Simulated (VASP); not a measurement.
# Ge6Se5 in VASP: single point with PBEsol

Aim: the single point of Ge6Se5 with PBEsol.

Program: VASP 6.6.1. These are calculated values, not measurements. Logs are shortened: lines on timing, memory, paths and dates and some standing lists are left out, and cuts for length are marked.

## 1. The cell of the first run

The cell holds a slab with vacuum, 22 atoms: a = 3.854 Å, b = 10.711 Å, c = 26.889 Å, α = 90.00°, β = 90.00°, γ = 90.00°.

## 2. Single point, PBEsol

The input, INCAR:

```
SYSTEM = Ge6Se5
PREC = Accurate
ENCUT = 410
EDIFF = 1E-6
ISMEAR = 0
SIGMA = 0.05
LREAL = .False.
LASPH = .True.
NELM = 120
ALGO = Normal
ISIF = 2
LWAVE = .False.
LCHARG = .False.
LDIPOL = .True.
IDIPOL = 3
DIPOL = 0.5 0.5 0.500
GGA = PS
NBANDS = 131
GGA_COMPAT = .False.
NELMDL = -8
KPAR = 4
```

The input, KPOINTS:

```
regular mesh
0
Gamma
  9 4 1
  0 0 0
```

The input, POSCAR:

```
Ge6Se5
1.0
    3.8543821091      0.0000000000      0.0000000000
    0.0000000000     10.7114879443      0.0000000000
    0.0000000000      0.0000000000     26.8893566553
Ge Se
12 10
Direct
    0.7500000000      0.0921327417      0.2874337017
    0.7500000000      0.6369170032      0.3301727073
    0.2500000000      0.4051481078      0.3578881978
    0.2500000000      0.9054743360      0.4009049105
    0.7500000000      0.0882628158      0.4515834172
    0.7500000000      0.5464267668      0.4770062748
    0.2500000000      0.4535746924      0.5229928695
    0.2500000000      0.9117305425      0.5484102416
    0.7500000000      0.0945271423      0.5990969899
    0.7500000000      0.5948522144      0.6421129643
    0.2500000000      0.3630839678      0.6698284637
    0.2500000000      0.9078682452      0.7125686625
    0.7500000000      0.8841797435      0.3363018652
    0.2500000000      0.1588515955      0.3433606255
    0.2500000000      0.6533640519      0.3948246045
    0.7500000000      0.3583888258      0.4197285407
    0.7500000000      0.8462349848      0.4912332772
    0.2500000000      0.1537645726      0.5087593247
    0.2500000000      0.6416097898      0.5802724132
    0.7500000000      0.3466385759      0.6051769500
    0.7500000000      0.8411472485      0.6566420579
    0.2500000000      0.1158220358      0.6637009402
```

Potentials or basis: VASP PAW PBE potentials, release 64 (Ge_d, Se).

Command:

```console
> cat potpaw_PBE.64/Ge_d/POTCAR potpaw_PBE.64/Se/POTCAR > POTCAR
> mpirun -np 4 vasp_std > vasp.out
```

OUTCAR:

```text
SYSTEM = Ge6Se5
   PREC = Accurate
   ENCUT = 410
   EDIFF = 1E-6
   ISMEAR = 0
   LREAL = .False.
   LASPH = .True.
   NELM = 120
   ISIF = 2
   GGA = PS
   NELMDL = -8

 ion  position               nearest neighbor table
   1  0.750  0.092  0.287-  14 2.55  14 2.55  13 2.59
   2  0.750  0.637  0.330-  15 2.60  15 2.60  13 2.65
   3  0.250  0.405  0.358-  16 2.59  16 2.59  14 2.67  15 2.84
   4  0.250  0.905  0.401-  13 2.60  13 2.60  15 2.71
   5  0.750  0.088  0.452-  18 2.56  18 2.56  17 2.80
   6  0.750  0.546  0.477-   7 2.50   7 2.50  16 2.54
   7  0.250  0.454  0.523-   6 2.50   6 2.50  19 2.54
   8  0.250  0.912  0.548-  17 2.56  17 2.56  18 2.80
   9  0.750  0.095  0.599-  22 2.60  22 2.60  20 2.71
  10  0.750  0.595  0.642-  19 2.59  19 2.59  21 2.67  20 2.84
  11  0.250  0.363  0.670-  20 2.60  20 2.60  22 2.65
  12  0.250  0.908  0.713-  21 2.55  21 2.55  22 2.59
  13  0.750  0.884  0.336-   1 2.59   4 2.60   4 2.60   2 2.65
  14  0.250  0.159  0.343-   1 2.55   1 2.55   3 2.67
  15  0.250  0.653  0.395-   2 2.60   2 2.60   4 2.71   3 2.84
  16  0.750  0.358  0.420-   6 2.54   3 2.59   3 2.59
  17  0.750  0.846  0.491-   8 2.56   8 2.56   5 2.80
  18  0.250  0.154  0.509-   5 2.56   5 2.56   8 2.80
  19  0.250  0.642  0.580-   7 2.54  10 2.59  10 2.59
  20  0.750  0.347  0.605-  11 2.60  11 2.60   9 2.71  10 2.84
  21  0.750  0.841  0.657-  12 2.55  12 2.55  10 2.67
  22  0.250  0.116  0.664-  12 2.59   9 2.60   9 2.60  11 2.65

  LATTYP: Found a simple orthorhombic cell.
 ALAT       =     3.8543821091
 B/A-ratio  =     2.7790415276
 C/A-ratio  =     6.9763079773

  Lattice vectors:

 A1 = (   3.8543821091,   0.0000000000,   0.0000000000)
 A2 = (   0.0000000000,  10.7114879443,   0.0000000000)
 A3 = (   0.0000000000,   0.0000000000,  26.8893566553)

Analysis of symmetry for initial positions (statically):
=====================================================================
 Subroutine PRICEL returns:
 Original cell was already a primitive cell.

 Routine SETGRP: Setting up the symmetry group for a
 simple orthorhombic supercell.

 Subroutine GETGRP returns: Found  2 space group operations
 (whereof  1 operations were pure point group operations)
 out of a pool of  8 trial point group operations.

The static configuration has the point symmetry C_1 .
 The point group associated with its full space group is C_1h.

Analysis of symmetry for dynamics (positions and initial velocities):
=====================================================================
 Subroutine PRICEL returns:
 Original cell was already a primitive cell.

 Routine SETGRP: Setting up the symmetry group for a
 simple orthorhombic supercell.

 Subroutine GETGRP returns: Found  2 space group operations
 (whereof  1 operations were pure point group operations)
 out of a pool of  8 trial point group operations.

The dynamic configuration has the point symmetry C_1 .
 The point group associated with its full space group is C_1h.

 Subroutine INISYM returns: Found  2 space group operations
 (whereof  1 operations are pure point group operations),
 and found     1 'primitive' translations

----------------------------------------------------------------------------------------

                                     Primitive cell

  volume of cell :    1110.1585

  direct lattice vectors                    reciprocal lattice vectors
     3.854382109  0.000000000  0.000000000     0.259444957  0.000000000  0.000000000
     0.000000000 10.711487944  0.000000000     0.000000000  0.093357711  0.000000000
     0.000000000  0.000000000 26.889356655     0.000000000  0.000000000  0.037189436

  length of vectors
     3.854382109 10.711487944 26.889356655     0.259444957  0.093357711  0.037189436

  position of ions in fractional coordinates (direct lattice)
     0.750000000  0.092132742  0.287433702
     0.750000000  0.636917003  0.330172707
     0.250000000  0.405148108  0.357888198
     0.250000000  0.905474336  0.400904911
     0.750000000  0.088262816  0.451583417
     0.750000000  0.546426767  0.477006275
[... 14 lines left out ...]
     0.750000000  0.841147249  0.656642058
     0.250000000  0.115822036  0.663700940

[... 37 lines left out ...]
     0.000000000  0.023339428  0.000000000     0.000000000  0.250000000  0.000000000
     0.000000000  0.000000000  0.037189436     0.000000000  0.000000000  1.000000000

  Length of vectors
     0.028827217  0.023339428  0.037189436

  Shift w.r.t. Gamma in fractional coordinates (k-lattice)
     0.000000000  0.000000000  0.000000000

 Subroutine IBZKPT returns following result:
 ===========================================

 Found     15 irreducible k-points:

 Following reciprocal coordinates:
            Coordinates               Weight
  0.000000  0.000000  0.000000      1.000000
  0.111111  0.000000  0.000000      2.000000
  0.222222  0.000000  0.000000      2.000000
  0.333333  0.000000  0.000000      2.000000
  0.444444  0.000000  0.000000      2.000000
  0.000000  0.250000  0.000000      2.000000
  0.111111  0.250000  0.000000      4.000000
  0.222222  0.250000  0.000000      4.000000
  0.333333  0.250000  0.000000      4.000000
  0.444444  0.250000  0.000000      4.000000
  0.000000  0.500000  0.000000      1.000000
  0.111111  0.500000  0.000000      2.000000
  0.222222  0.500000  0.000000      2.000000
  0.333333  0.500000  0.000000      2.000000
  0.444444  0.500000  0.000000      2.000000
   k-points           NKPTS =     15   k-points in BZ     NKDIM =     15   number of bands    NBANDS=    131
   number of dos      NEDOS =    301   number of ions     NIONS =     22
   total plane-waves  NPLWV = 362880
   dimension x,y,z NGX =    28 NGY =   72 NGZ =  180
   dimension x,y,z NGXF=    56 NGYF=  144 NGZF=  360
   ions per type =              12  10
   NGX,Y,Z   is equivalent  to a cutoff of  12.08, 11.17, 11.13 a.u.
   NGXF,Y,Z  is equivalent  to a cutoff of  24.15, 22.35, 22.26 a.u.
 SYSTEM =  Ge6Se5
   PREC   = accura    normal or accurate (medium, high low for compatibility)
   ISTART =      0    job   : 0-new  1-cont  2-samecut
   ICHARG =      2    charge: 1-file 2-atom 10-const
   ISPIN  =      1    spin polarized calculation?
   LNONCOLLINEAR =      F non collinear calculations
   LSORBIT =      F    spin-orbit coupling
   LASPH  =      T    aspherical Exc in radial PAW
   ENCUT  =  410.0 eV  30.13 Ry    5.49 a.u.   6.36 17.68 44.39*2*pi/ulx,y,z
   NELM   =    120;   NELMIN=  2; NELMDL= -8     # of ELM steps
   EDIFF  = 0.1E-05   stopping-criterion for ELM
   LREAL  =      F    real-space projection
   EDIFFG = 0.1E-04   stopping-criterion for IOM
   NSW    =      0    number of steps for IOM
   IBRION =     -1    ionic relax: 0-MD 1-quasi-New 2-CG
   NFREE  =      0    steps in history (QN), initial steepest desc. (CG)
   ISIF   =      2    stress and relaxation
   ISYM   =      2    0-nonsym 1-usesym 2-fastsym
   POTIM  = 0.5000    time-step for ionic-motion
   TEBEG  =    0.0;   TEEND  =   0.0 temperature during run
   PSTRESS=    0.0 pullay stress
   NELECT =     228.0000    total number of electrons
   NUPDOWN=      -1.0000    fix difference up-down
   EMIN   =  10.00;   EMAX   =-10.00  energy-range for DOS
   EFERMI =   0.00;   METHOD = LEGACY
   ISMEAR =     0;   SIGMA  =   0.05  broadening in eV -4-tet -1-fermi 0-gaus
   EFERMI_NEDOS =   21; number of points for ismear=-14 and -15
   IALGO  =     38    algorithm
   IMIX   =      4    mixing-type and parameters
     AMIX     =   0.40;   BMIX     =  1.00
     AMIX_MAG =   1.60;   BMIX_MAG =  1.00
  volume/ion in A,a.u.               =      50.46       340.53
  Fermi-wavevector in a.u.,A,eV,Ry     =   0.965884  1.825255 12.693298  0.932931
  Thomas-Fermi vector in A             =   2.095638
   LORBIT       =      0    0 simple, 1 ext, 2 COOP (PROOUT), +10 PAW based schemes
   GGA     = PS    functional components
   LHFCALC =     F    Hartree Fock is set to
   AEXX    =    0.0000 exact exchange contribution
   IVDW    =     0    specifies the selected vdW correction
   LEPSILON=     F    determine dielectric tensor
   LRPA    =     F    only Hartree local field effects (RPA)
 non-spin polarized calculation
 Gauss-broadening in eV      SIGMA  =   0.05
  energy-cutoff  :      410.00
  volume of cell :     1110.16
 maximum number of plane-waves:     20997
 NGX is ok and might be reduce to    28
   NGX = 13   NGY = 35   NGZ = 89

 dipolmoment           0.000000      0.000000      0.000002 electrons x Angstroem

 number of electron     227.9999990 magnetization

 dipolmoment           0.000000      0.000000     -0.000002 electrons x Angstroem

 Free energy of the ion-electron system (eV)
  ---------------------------------------------------
  ext. energy  EPLUGINS =         0.00000000
  ---------------------------------------------------
  free energy    TOTEN  =       -98.26046452 eV

  energy without entropy =      -98.25349349  energy(sigma->0) =      -98.25697901

 E-fermi :   0.2283     XC(G=0):  -5.0748

 val. band max:        0.2249653860   @ k =   0.1111   0.0000   0.0000
 cond. band min:       0.3024631780   @ k =   0.0000   0.0000   0.0000
 fundamental gap:      0.0774977920
 Fermi energy:         0.2282738774

 k-point     1 :       0.0000    0.0000    0.0000
  band No.  band energies     occupation
      1     -25.1565      2.00000
      2     -25.1565      2.00000
      3     -25.1390      2.00000
      4     -25.1389      2.00000
      5     -25.1080      2.00000
      6     -25.1080      2.00000
[... 1924 lines left out ...]
    125       1.9393      0.00000
    126       2.0666      0.00000
 [bands above 126 left out]

------------------------ aborting loop because EDIFF is reached ----------------------------------------

 vacuum level on the upper side and lower side of the slab       (xc-potential included)        -0.103        -0.103

  FORCE on cell =-STRESS in cart. coord.  units (eV):
  Direction    XX          YY          ZZ          XY          YZ          ZX
  --------------------------------------------------------------------------------------
  -------------------------------------------------------------------------------------
  Total       -7.7183758      0.3667617     -0.4363466      0.0000000      0.1508241      0.0000000
  in kB      -11.1391364      0.5293094     -0.6297341      0.0000000      0.2176689      0.0000000
  external PRESSURE =      -3.7465204 kB  Pullay stress =       0.0000000 kB

 VOLUME and BASIS-vectors are now :
 -----------------------------------------------------------------------------
  energy-cutoff  :      410.00
  volume of cell :     1110.16
      direct lattice vectors                 reciprocal lattice vectors
     3.854382109  0.000000000  0.000000000     0.259444957  0.000000000  0.000000000
     0.000000000 10.711487944  0.000000000     0.000000000  0.093357711  0.000000000
     0.000000000  0.000000000 26.889356655     0.000000000  0.000000000  0.037189436

 POSITION                                       TOTAL-FORCE (eV/Angst)
 -----------------------------------------------------------------------------------
      2.89079      0.98688      7.72891         0.000000     -0.007503     -0.028347
      2.89079      6.82233      8.87813         0.000000     -0.018154     -0.014839
      0.96360      4.33974      9.62338         0.000000      0.002350     -0.004010
      0.96360      9.69898     10.78008         0.000000      0.010977      0.005042
      2.89079      0.94543     12.14279         0.000000      0.001247     -0.016263
      2.89079      5.85304     12.82639         0.000000      0.005909      0.005736
[... 14 lines left out ...]
      2.89079      9.00994     17.65668         0.000000     -0.009365     -0.008950
      0.96360      1.24063     17.84649         0.000000     -0.005166      0.005779
 -----------------------------------------------------------------------------------
    total drift:                                0.000000     -0.000027      0.000040

  FREE ENERGIE OF THE ION-ELECTRON SYSTEM (eV)
  ---------------------------------------------------
  free  energy   TOTEN  =       -98.2604645235 eV

  energy  without entropy=      -98.2534934868  energy(sigma->0) =      -98.25697901

 vacuum level on the upper side and lower side of the slab         3.891         3.891
```

It took 19 min on 4 MPI ranks of Intel Xeon Platinum 8488C (Sapphire Rapids), shared host; peak memory 1.4 GiB.

Results:

| Item | Value |
| --- | --- |
| Free energy | -98.2605 eV |
| Largest force | 0.029 eV/Å |
| Band gap on the k mesh | zero (bands 114 and 115 overlap by 0.51 eV) |

Forces in eV/Å, atoms in the order of the input:
```
Ge   0.000 -0.008 -0.028
Ge   0.000 -0.018 -0.015
Ge   0.000  0.002 -0.004
Ge   0.000  0.011  0.005
Ge   0.000  0.001 -0.016
Ge   0.000  0.006  0.006
Ge   0.000 -0.006 -0.006
Ge   0.000 -0.001  0.016
Ge   0.000 -0.011 -0.005
Ge   0.000 -0.002  0.004
Ge   0.000  0.018  0.015
Ge   0.000  0.007  0.028
Se   0.000  0.005 -0.006
Se   0.000  0.010  0.009
Se   0.000 -0.010  0.021
Se   0.000 -0.020  0.008
Se   0.000 -0.003 -0.005
Se   0.000  0.002  0.006
Se   0.000  0.020 -0.008
Se   0.000  0.010 -0.021
Se   0.000 -0.009 -0.009
Se   0.000 -0.005  0.006
```

Levels at points of the mesh, in eV from the Fermi level:
```csv
k point,band 112,band 113,band 114,band 115,band 116,band 117
"(0.00, 0.00, 0.00)",-1.08,-0.40,-0.26,-0.23,0.07,0.22
"(0.00, 0.50, 0.00)",-1.13,-0.39,-0.32,0.21,0.23,0.57
```

Caveat: the PAW data sets were made with another functional, which shifts forces and pressure a little.
